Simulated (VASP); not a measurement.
**In2O3: single point with PBE**

In2O3:

```
In O
1.0
     6.54916    0.06027   -0.02655
     0.06027    6.52532   -0.04785
    -0.02655   -0.04785    6.36575
In O
8 12
Direct
  0.06595 0.71605 0.18470
  0.56665 0.69565 0.16351
  0.32587 0.90425 0.67679
  0.18002 0.39982 0.60583
  0.33991 0.26674 0.06312
  0.67225 0.25754 0.47870
  0.79637 0.74924 0.66118
  0.84471 0.18206 0.00811
  0.36954 0.46693 0.32700
  0.31994 0.65658 0.93088
  0.57835 0.10153 0.19299
  0.81690 0.83540 0.96226
  0.45753 0.22203 0.71509
  0.02920 0.10767 0.45532
  0.81713 0.48013 0.21237
  0.56947 0.84605 0.47806
  0.85124 0.42386 0.72061
  0.09748 0.07609 0.23801
  0.12430 0.12564 0.85717
  0.09238 0.71130 0.50216
```

- Program: VASP 6.6.1
- Task: single point
- Functional: PBE
- Potentials or basis: VASP PAW PBE potentials, release 64 (In_d, O)
- Cutoff: 520 eV
- k mesh: 1 × 1 × 1
- Occupations: fermi-dirac, width 0.05 eV
- Spin: no spin polarisation
- Dipole correction: no
- Further INCAR settings: LREAL = Auto; ALGO = Normal; EDIFF = 1e-06; NBANDS = 104; ISYM = 0

The pressure is 3.3 GPa and the largest force is 2.505 eV/Å.

Forces on the atoms (eV/Å):
```
In   0.032 -0.102 -1.967
In   0.239  0.769  0.071
In  -1.866  0.282  0.648
In  -0.392 -0.621  0.105
In  -0.273  0.052 -0.274
In   0.671  0.473 -0.621
In   2.010 -1.487 -0.153
In  -0.521  0.523 -0.178
O   -0.189 -0.474  0.290
O   -0.222  0.200  0.260
O    1.047 -0.188 -0.706
O    0.033  0.563  1.546
O   -0.084  0.087  0.106
O    0.324  1.073  1.010
O    0.210 -0.203 -0.034
O   -0.366 -0.046 -0.589
O    0.159 -0.156 -0.527
O   -0.379 -0.225 -0.596
O   -0.372 -0.337 -0.240
O   -0.061 -0.181  1.846
```

Stress tensor (GPa, compression positive):
```
 4.34 -2.24 -0.14
-2.24 -0.44  0.61
-0.14  0.61  6.03
```

Levels at points of the mesh, in eV from the Fermi level:
```tsv
k point	band 86	band 87	band 88	band 89	band 90	band 91
(0.00, 0.00, 0.00)	-1.62	-1.32	-1.20	2.25	2.59	2.95
```

Run time: 32 s on 1 thread of Intel(R) Xeon(R) 6975P-C (Granite Rapids) (shared host), peak memory 0.32 GiB.

Caveat: the k points lie up to 0.99 Å⁻¹ apart; the atoms stand as in a frame of molecular dynamics; spin-orbit coupling is left out, which moves the levels of the heavy elements.
